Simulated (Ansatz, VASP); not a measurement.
## CuO in VASP and in Ansatz

```
CELL_PARAMETERS angstrom
1.97761 -2.13910 0.00000
1.97761 2.13910 0.00000
0.00000 0.00000 5.12132
ATOMIC_POSITIONS crystal
Cu 0.50000 0.00000 0.00000
Cu 0.00000 0.50000 0.50000
O 0.50000 0.50000 0.25000
O 0.50000 0.50000 0.75000
```

Alike in both runs: task single point; functional PBEsol; k mesh 9 × 9 × 5; occupations fermi-dirac, width 0.05 eV; no spin polarisation.

```csv
,VASP,Ansatz
version,VASP 6.6.1,Ansatz 0.2.0
potentials or method,"VASP PAW PBE potentials, release 64 (Cu, O)",Ansatz PAW
plane-wave cutoff (eV),520,420
valence electrons in the cell,34,50
```

```tsv
	VASP	Ansatz	Ansatz less VASP
gap on the k mesh at the Fermi level (eV)	none	none	-
pressure (GPa)	-2.2	-3.0	-0.72
traceless stress, the component that is largest in VASP (GPa)	0.84	1.07	+0.233
```

VASP's potentials were made for PBE, not for PBEsol. A gap of «none» marks a metal or a gap that the smearing closes. VASP's potentials hold 34 valence electrons a cell and Ansatz's 50, so a difference there can come from the potentials and not from the codes.
